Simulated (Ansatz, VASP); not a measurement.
Two plane-wave programs on Ta

Contents of INCAR:

```
PREC = Accurate
ENCUT = 600
EDIFF = 1E-7
ISMEAR = -1
SIGMA = 0.05
LREAL = False
LASPH = True
NELM = 100
ALGO = Fast
ISIF = 3
LWAVE = False
LCHARG = False
IBRION = 2
NSW = 60
EDIFFG = -0.01
```

Contents of KPOINTS:

```
Automatic mesh
0
Gamma
  11 11 11
```

Contents of POSCAR:

```
Ta
1.0
   -1.6512800000      1.6512800000      1.6512800000
    1.6512800000     -1.6512800000      1.6512800000
    1.6512800000      1.6512800000     -1.6512800000
Ta
1
Direct
    0.0000000000      0.0000000000      0.0000000000
```

The input input.yaml:

```yaml
crystal:
  lattice:
    - [-1.65128, 1.65128, 1.65128]
    - [1.65128, -1.65128, 1.65128]
    - [1.65128, 1.65128, -1.65128]
  atoms:
    - { symbol: Ta, position: [0.0, 0.0, 0.0] }
hamiltonian:
  xc: lda
  pseudopotentials: { kind: paw }
kpoints:
  mp_grid: { grid: [11, 11, 11] }
scf:
  occupations: { method: fermi_dirac, width: 0.05 }
output:
  forces: true
  stress: true
  eigenvalues: true
relax:
  f_tol: 0.01
  max_steps: 40
  cell: { stress_tol: 0.05 }
```

Alike in both runs: task relaxation of cell and atoms; functional LDA; k mesh 11 × 11 × 11; occupations fermi-dirac, width 0.05 eV; no spin polarisation.

|  | VASP | Ansatz |
| --- | --- | --- |
| version | VASP 6.6.1 | Ansatz 0.2.0 |
| potentials or method | VASP PAW LDA potentials, release 64 (Ta_pv) | Ansatz PAW |
| plane-wave cutoff (eV) | 600 | 420 |
| valence electrons in the cell | 11 | 13 |

Ansatz gave:

```
gap on the k mesh at the Fermi level, each at its own relaxed structure (eV) : none
relaxed volume (Å³/atom)                                                     : 17.21
relaxed cell length with the largest relative difference (Å)                 : 2.817
```

Question: Estimate VASP's values.

Answer: gap on the k mesh at the Fermi level, each at its own relaxed structure (eV): none; relaxed volume (Å³/atom): 17.29; relaxed cell length with the largest relative difference (Å): 2.821.

LDA's correlation is that of Perdew and Zunger in VASP and of Perdew and Wang (1992) in Ansatz. A gap of «none» marks a metal or a gap that the smearing closes. VASP's potentials hold 11 valence electrons a cell and Ansatz's 13, so a difference there can come from the potentials and not from the codes.

Neither program's run includes spin-orbit coupling. Noted on Ansatz's run: the plane-wave basis is chosen anew once the cell has moved, so the energies of steps on either side of that aren't comparable.
